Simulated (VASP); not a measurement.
**ScNb2O3: single point with PBE**

ScNb2O3:

```
CELL_PARAMETERS angstrom
2.98123 0.00000 0.00000
0.00000 2.98123 0.00000
0.00000 0.00000 9.04054
ATOMIC_POSITIONS crystal
Sc 0.00000 0.00000 0.00000
Nb 0.00000 0.50000 0.65530
Nb 0.50000 0.00000 0.34470
O 0.00000 0.50000 0.40846
O 0.50000 0.00000 0.59154
O 0.50000 0.50000 0.00000
```

```yaml
Program: VASP 6.6.1
Task: single point
Functional: PBE
Potentials_or_basis: VASP PAW PBE potentials, release 64 (Sc_sv, Nb_sv, O)
Cutoff: 520 eV
k_mesh: 6 × 6 × 4
Occupations: gaussian, width 0.1 eV
Spin: no spin polarisation
Dipole_correction: no
Further_INCAR_settings: ALGO = Normal; EDIFF = 1e-06; NBANDS = 36
```

```
Pressure      : 0.1 GPa
Largest force : 0.008 eV/Å
```

Forces in eV/Å, atoms in the order of the input:
```
Sc   0.000  0.000  0.000
Nb   0.000  0.000 -0.008
Nb   0.000  0.000  0.008
O    0.000  0.000 -0.003
O    0.000  0.000  0.003
O    0.000  0.000  0.000
```

Stress tensor (GPa, compression positive):
```
 0.28  0.00  0.00
 0.00  0.28  0.00
 0.00  0.00 -0.17
```

Levels at points of the mesh, in eV from the Fermi level:
| k point | band 26 | band 27 | band 28 | band 29 | band 30 | band 31 |
| --- | --- | --- | --- | --- | --- | --- |
| (0.00, 0.00, 0.00) | -2.98 | -2.55 | -0.90 | 0.56 | 1.47 | 1.62 |
| (0.50, 0.00, 0.00) | -0.93 | 0.29 | 0.82 | 0.94 | 1.34 | 1.35 |
| (0.50, 0.50, 0.00) | -0.25 | -0.07 | 0.11 | 0.11 | 0.17 | 1.78 |
| (0.00, 0.00, 0.50) | -3.00 | -1.78 | -0.89 | -0.15 | 1.23 | 1.67 |
| (0.50, 0.00, 0.50) | -0.66 | -0.17 | 0.75 | 0.97 | 1.25 | 1.33 |
| (0.50, 0.50, 0.50) | -0.24 | -0.13 | -0.13 | -0.07 | 0.15 | 2.35 |

Wall time 70 s on 1 thread of Intel(R) Xeon(R) Platinum 8488C (Sapphire Rapids), with other jobs on the host, peak memory 0.23 GiB.

Caveat: an odd number of electrons without spin polarisation forces a metal; a magnetic or distorted state may lie lower.
